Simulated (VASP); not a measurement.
Set up this calculation in VASP 6.6.1, as the native input.

| Property | Result |
| --- | --- |
| Task | single point |
| Functional | PBE |
| Potentials or basis | VASP PAW PBE potentials, release 64 (Mg, Ge_d) |
| Cutoff | 520 eV |
| k mesh | 8 × 8 × 8 |
| Occupations | gaussian, width 0.1 eV |
| Spin | no spin polarisation |
| Dipole correction | no |
| Further INCAR settings | ALGO = Normal; EDIFF = 1e-06; NBANDS = 39 |

The structure of MgGe2 lies in POSCAR:

```
MgGe2
1.0
    0.0000000000      3.9512958899      3.9512958899
    3.9512958899      0.0000000000      3.9512958899
    3.9512958899      3.9512958899      0.0000000000
Mg Ge
2 4
Direct
    0.0000000000      0.0000000000      0.0000000000
    0.2500000000      0.2500000000      0.2500000000
    0.6250000000      0.6250000000      0.6250000000
    0.1250000000      0.6250000000      0.6250000000
    0.6250000000      0.6250000000      0.1250000000
    0.6250000000      0.1250000000      0.6250000000
```

One way to write it, as run:

INCAR

```
PREC = Accurate
ENCUT = 520
EDIFF = 1E-6
ISMEAR = 0
SIGMA = 0.1
LREAL = F
LASPH = T
NELM = 100
ALGO = Normal
ISIF = 2
LWAVE = F
LCHARG = F
GGA = PE
NBANDS = 39
```

KPOINTS

```
Automatic mesh
0
Gamma
  8 8 8
```

Potentials or basis: VASP PAW PBE potentials, release 64 (Mg, Ge_d).

Launch:

```sh
$ cat potpaw_PBE.64/Mg/POTCAR potpaw_PBE.64/Ge_d/POTCAR > POTCAR
$ mpirun -np 1 vasp_std > vasp.out
```

It gave:

```
Pressure               : 0.0 GPa
Band gap on the k mesh : zero (band 30 reaches 5.52 eV, above the bottom of band 31 at 3.48 eV)
```

Run time: 2.3 min on 1 thread of Intel(R) Xeon(R) Platinum 8375C CPU @ 2.90GHz (Ice Lake), with other jobs on the host, peak memory 0.32 GiB.
